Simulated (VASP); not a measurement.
# TaN (P6_3mc) in VASP: further runs, part 2 of 2

VASP 6.6.1. Earlier steps stand in the parts before.

### Step 5. Single point, PBEsol (equal xx and yy strain of +3 %)

INCAR

```
SYSTEM = TaN
PREC = Accurate ; ENCUT = 600
EDIFF = 1E-6 ; ISMEAR = -1
SIGMA = 0.01 ; LREAL = .False.
LASPH = .True. ; NELM = 120
ALGO = Normal ; ISIF = 2
LWAVE = .False. ; LCHARG = .False.
GGA = PS ; NBANDS = 24
GGA_COMPAT = .False.
```

KPOINTS

```
Automatic mesh
0
Gamma
  9 9 5
  0 0 0
```

POSCAR

```
TaN
1.0
    3.1415011232      0.0000000000      0.0000000000
   -1.5707505617      2.7206197788      0.0000000000
    0.0000000000      0.0000000000      4.9400000000
Ta N
2 2
Direct
    0.3333333333      0.6666666667      0.0000000000
    0.6666666667      0.3333333333      0.5000000000
    0.3333333333      0.6666666667      0.3850000000
    0.6666666667      0.3333333333      0.8850000000
```

Potentials or basis: VASP PAW PBE potentials, release 64 (Ta_pv, N).

Run with:

```
cat potpaw_PBE.64/Ta_pv/POTCAR potpaw_PBE.64/N/POTCAR > POTCAR
mpirun -np 1 vasp_std > vasp.out
```

OUTCAR:

```text
SYSTEM = TaN
   PREC = Accurate
   ENCUT = 600
   EDIFF = 1E-6
   ISMEAR = -1
   LREAL = .False.
   LASPH = .True.
   NELM = 120
   ISIF = 2
   GGA = PS

 ion  position               nearest neighbor table
   1  0.333  0.667  0.000-   4 1.90   4 1.90   4 1.90   3 1.90   2 3.06   2 3.06   2 3.06   2 3.06
                             2 3.06   2 3.06
   2  0.667  0.333  0.500-   3 1.90   3 1.90   3 1.90   4 1.90   1 3.06   1 3.06   1 3.06   1 3.06
                             1 3.06   1 3.06
   3  0.333  0.667  0.385-   2 1.90   2 1.90   2 1.90   1 1.90
   4  0.667  0.333  0.885-   1 1.90   1 1.90   1 1.90   2 1.90

  LATTYP: Found a hexagonal cell.
 ALAT       =     3.1415011232
 C/A-ratio  =     1.5724966525

  Lattice vectors:

 A1 = (   3.1415011232,   0.0000000000,   0.0000000000)
 A2 = (  -1.5707505617,   2.7206197788,   0.0000000000)
 A3 = (   0.0000000000,   0.0000000000,   4.9400000000)

Analysis of symmetry for initial positions (statically):
=====================================================================
 Subroutine PRICEL returns:
 Original cell was already a primitive cell.

 Routine SETGRP: Setting up the symmetry group for a
 hexagonal supercell.

 Subroutine GETGRP returns: Found 12 space group operations
 (whereof  6 operations were pure point group operations)
 out of a pool of 24 trial point group operations.

The static configuration has the point symmetry C_3v.
 The point group associated with its full space group is C_6v.

Analysis of symmetry for dynamics (positions and initial velocities):
=====================================================================
 Subroutine PRICEL returns:
 Original cell was already a primitive cell.

 Routine SETGRP: Setting up the symmetry group for a
 hexagonal supercell.

 Subroutine GETGRP returns: Found 12 space group operations
 (whereof  6 operations were pure point group operations)
 out of a pool of 24 trial point group operations.

The dynamic configuration has the point symmetry C_3v.
 The point group associated with its full space group is C_6v.

 Subroutine INISYM returns: Found 12 space group operations
 (whereof  6 operations are pure point group operations),
 and found     1 'primitive' translations

----------------------------------------------------------------------------------------

                                     Primitive cell

  volume of cell :      42.2213

  direct lattice vectors                    reciprocal lattice vectors
     3.141501123  0.000000000  0.000000000     0.318319160  0.183781653  0.000000000
    -1.570750562  2.720619779  0.000000000     0.000000000  0.367563306  0.000000000
     0.000000000  0.000000000  4.940000000     0.000000000  0.000000000  0.202429150

  length of vectors
     3.141501123  3.141501123  4.940000000     0.367563306  0.367563306  0.202429150

  position of ions in fractional coordinates (direct lattice)
     0.333333333  0.666666667  0.000000000
     0.666666667  0.333333333  0.500000000
     0.333333333  0.666666667  0.385000000
     0.666666667  0.333333333  0.885000000

  ion indices of the primitive-cell ions
   primitive index   ion index
                 1           1
                 2           2
                 3           3
                 4           4

----------------------------------------------------------------------------------------

 KPOINTS: Automatic mesh

Automatic generation of k-mesh.
 Grid dimensions read from file:
 generate k-points for:    9    9    5

 Generating k-lattice:

  Cartesian coordinates                     Fractional coordinates (reciprocal lattice)
     0.035368796  0.020420184  0.000000000     0.111111111  0.000000000  0.000000000
     0.000000000  0.040840367  0.000000000     0.000000000  0.111111111  0.000000000
     0.000000000  0.000000000  0.040485830     0.000000000  0.000000000  0.200000000

  Length of vectors
     0.040840367  0.040840367  0.040485830

  Shift w.r.t. Gamma in fractional coordinates (k-lattice)
     0.000000000  0.000000000  0.000000000

 Subroutine IBZKPT returns following result:
 ===========================================

 Found     36 irreducible k-points:

 Following reciprocal coordinates:
            Coordinates               Weight
  0.000000  0.000000  0.000000      1.000000
  0.111111 -0.000000  0.000000      6.000000
  0.222222 -0.000000  0.000000      6.000000
  0.333333 -0.000000  0.000000      6.000000
  0.444444 -0.000000  0.000000      6.000000
  0.111111  0.111111  0.000000      6.000000
[... 16 lines left out ...]
  0.333333  0.222222  0.200000     24.000000
  0.333333  0.333333  0.200000      4.000000
 [... further k-points ...]
   k-points           NKPTS =     36   k-points in BZ     NKDIM =     36   number of bands    NBANDS=     24
   number of dos      NEDOS =    301   number of ions     NIONS =      4
   total plane-waves  NPLWV =  31360
   dimension x,y,z NGX =    28 NGY =   28 NGZ =   40
   dimension x,y,z NGXF=    56 NGYF=   56 NGZF=   80
   ions per type =               2   2
   NGX,Y,Z   is equivalent  to a cutoff of  14.82, 14.82, 13.46 a.u.
   NGXF,Y,Z  is equivalent  to a cutoff of  29.63, 29.63, 26.92 a.u.
 SYSTEM =  TaN
   PREC   = accura    normal or accurate (medium, high low for compatibility)
   ISTART =      0    job   : 0-new  1-cont  2-samecut
   ICHARG =      2    charge: 1-file 2-atom 10-const
   ISPIN  =      1    spin polarized calculation?
   LNONCOLLINEAR =      F non collinear calculations
   LSORBIT =      F    spin-orbit coupling
   LASPH  =      T    aspherical Exc in radial PAW
   ENCUT  =  600.0 eV  44.10 Ry    6.64 a.u.   6.27  6.27  9.87*2*pi/ulx,y,z
   NELM   =    120;   NELMIN=  2; NELMDL= -5     # of ELM steps
   EDIFF  = 0.1E-05   stopping-criterion for ELM
   LREAL  =      F    real-space projection
   EDIFFG = 0.1E-04   stopping-criterion for IOM
   NSW    =      0    number of steps for IOM
   IBRION =     -1    ionic relax: 0-MD 1-quasi-New 2-CG
   NFREE  =      0    steps in history (QN), initial steepest desc. (CG)
   ISIF   =      2    stress and relaxation
   ISYM   =      2    0-nonsym 1-usesym 2-fastsym
   POTIM  = 0.5000    time-step for ionic-motion
   TEBEG  =    0.0;   TEEND  =   0.0 temperature during run
   PSTRESS=    0.0 pullay stress
   NELECT =      32.0000    total number of electrons
   NUPDOWN=      -1.0000    fix difference up-down
   EMIN   =  10.00;   EMAX   =-10.00  energy-range for DOS
   EFERMI =   0.00;   METHOD = LEGACY
   ISMEAR =    -1;   SIGMA  =   0.01  broadening in eV -4-tet -1-fermi 0-gaus
   EFERMI_NEDOS =   21; number of points for ismear=-14 and -15
   IALGO  =     38    algorithm
   IMIX   =      4    mixing-type and parameters
     AMIX     =   0.40;   BMIX     =  1.00
     AMIX_MAG =   1.60;   BMIX_MAG =  1.00
  volume/ion in A,a.u.               =      10.56        71.23
  Fermi-wavevector in a.u.,A,eV,Ry     =   1.492614  2.820631 30.312369  2.227896
  Thomas-Fermi vector in A             =   2.605119
   LORBIT       =      0    0 simple, 1 ext, 2 COOP (PROOUT), +10 PAW based schemes
   GGA     = PS    functional components
   LHFCALC =     F    Hartree Fock is set to
   AEXX    =    0.0000 exact exchange contribution
   IVDW    =     0    specifies the selected vdW correction
   LEPSILON=     F    determine dielectric tensor
   LRPA    =     F    only Hartree local field effects (RPA)
 non-spin polarized calculation
  energy-cutoff  :      600.00
  volume of cell :       42.22
 maximum number of plane-waves:      1430
 NGX is ok and might be reduce to    28
   NGX = 13   NGY = 13   NGZ = 19

 number of electron      32.0000001 magnetization

 Free energy of the ion-electron system (eV)
  ---------------------------------------------------
  ext. energy  EPLUGINS =         0.00000000
  ---------------------------------------------------
  free energy    TOTEN  =       -42.54000365 eV

  energy without entropy =      -42.53866139  energy(sigma->0) =      -42.53933252

 E-fermi :   8.9482     XC(G=0): -13.3721

 val. band max:        8.9438317311   @ k =   0.2222   0.1111   0.4000
 cond. band min:       8.9484241450   @ k =   0.1111  -0.0000   0.4000
 fundamental gap:      0.0045924140
 Fermi energy:         8.9482258080

 k-point     1 :       0.0000    0.0000    0.0000
  band No.  band energies     occupation
      1     -27.0524      2.00000
      2     -26.0903      2.00000
      3     -26.0903      2.00000
      4     -25.9093      2.00000
      5     -25.9093      2.00000
      6     -25.8806      2.00000
[... 637 lines left out ...]
     23      15.7853      0.00000
     24      15.7853      0.00000

 [... further k-points ...]
[... 5 lines left out ...]
  --------------------------------------------------------------------------------------
  -------------------------------------------------------------------------------------
  Total       24.0368405     24.0368405     22.5545429     -0.0000000      0.0000000      0.0000000
  in kB      912.1283311    912.1283312    855.8794383     -0.0000000      0.0000000      0.0000000
  external PRESSURE =     893.3787002 kB  Pullay stress =       0.0000000 kB

 VOLUME and BASIS-vectors are now :
 -----------------------------------------------------------------------------
  energy-cutoff  :      600.00
  volume of cell :       42.22
      direct lattice vectors                 reciprocal lattice vectors
     3.141501123  0.000000000  0.000000000     0.318319160  0.183781653  0.000000000
    -1.570750562  2.720619779  0.000000000     0.000000000  0.367563306  0.000000000
     0.000000000  0.000000000  4.940000000     0.000000000  0.000000000  0.202429150

 POSITION                                       TOTAL-FORCE (eV/Angst)
 -----------------------------------------------------------------------------------
     -0.00000      1.81375      0.00000         0.000000      0.000000      0.764167
      1.57075      0.90687      2.47000         0.000000     -0.000000      0.764167
     -0.00000      1.81375      1.90190         0.000000     -0.000000     -0.764167
      1.57075      0.90687      4.37190        -0.000000     -0.000000     -0.764167
 -----------------------------------------------------------------------------------
    total drift:                               -0.000000     -0.000000      0.000422

  FREE ENERGIE OF THE ION-ELECTRON SYSTEM (eV)
  ---------------------------------------------------
  free  energy   TOTEN  =       -42.5400036454 eV

  energy  without entropy=      -42.5386613899  energy(sigma->0) =      -42.53933252
```

Run time: 68 s. Hardware: 1 thread of Intel Xeon 8259CL, shared host; peak memory 0.2 GiB.

Results:

```
Free energy            : -42.5400 eV
Pressure               : 89.3 GPa
Largest force          : 0.764 eV/Å
Band gap on the k mesh : zero (band 16 reaches 9.42 eV, above the bottom of band 17 at 7.44 eV)
```

Forces in eV/Å, atoms in the order of the input:
```
Ta   0.000  0.000  0.764
Ta   0.000  0.000  0.764
N    0.000  0.000 -0.764
N    0.000  0.000 -0.764
```

Stress tensor (GPa, compression positive):
```
91.21  0.00  0.00
 0.00 91.21  0.00
 0.00  0.00 85.59
```

Caveat: the cell differs from its parent crystal (equal xx and yy strain of +3 %); the PAW data sets were made with another functional, which shifts forces and pressure a little; spin-orbit coupling is left out, which moves the levels of the heavy elements.

### Step 6. Overview

| cell | cutoff (eV) | gap on the mesh (eV) | pressure (GPa) | largest force (eV/Å) |
| --- | --- | --- | --- | --- |
| a = 3.070, b = 3.070, c = 4.973 Å, angles 90.0, 90.0, 120.0°, 4 atoms | 520 | none | 115.6 | 2.27 |
| a = 3.110, b = 3.110, c = 5.037 Å, angles 90.0, 90.0, 120.0°, 4 atoms | 520 | none | 91.1 | 2.15 |
| a = 2.989, b = 2.989, c = 4.940 Å, angles 90.0, 90.0, 120.0°, 4 atoms | 600 | none | 162.2 | 3.55 |
| a = 3.142, b = 3.142, c = 4.940 Å, angles 90.0, 90.0, 120.0°, 4 atoms | 600 | none | 89.3 | 0.76 |

Alike in all rows: task single point; level PBEsol; potentials or basis VASP PAW PBE potentials, release 64 (Ta_pv, N); no spin polarisation; k mesh 9 × 9 × 5; smearing fermi-dirac 0.01 eV.

Caveats: the PAW data sets were made with another functional, which shifts forces and pressure a little; spin-orbit coupling is left out, which moves the levels of the heavy elements.

Absolute energies hang on the potentials; compare differences alone.
